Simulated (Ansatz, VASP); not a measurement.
LaH3 in VASP and in Ansatz

```xyz
4
Lattice="0.0000 2.7865 2.7865 2.7865 0.0000 2.7865 2.7865 2.7865 0.0000" Properties=species:S:1:pos:R:3 pbc="T T T"
La    0.0000    0.0000    0.0000
H     2.7865    2.7865    2.7865
H     4.1797    4.1797    4.1797
H     1.3932    1.3932    1.3932
```

Alike in both runs: task single point; functional r2SCAN; k mesh 11 × 11 × 11; occupations fermi-dirac, width 0.1 eV; no spin polarisation.

|  | VASP | Ansatz |
| --- | --- | --- |
| version | VASP 6.6.1 | Ansatz 0.2.0 |
| potentials or method | VASP PAW PBE potentials, release 64 (La, H), cutoff 520 eV | plane waves, PAW |
| valence electrons in the cell | 14 | 14 |

Ansatz gave:

```
pressure (GPa) : 0.0
```

Question: What did VASP give for the same quantities?

Answer: Pressure (GPa): -0.4.

VASP's potentials were made for PBE, not for r2SCAN.

Spin-orbit coupling is off throughout.
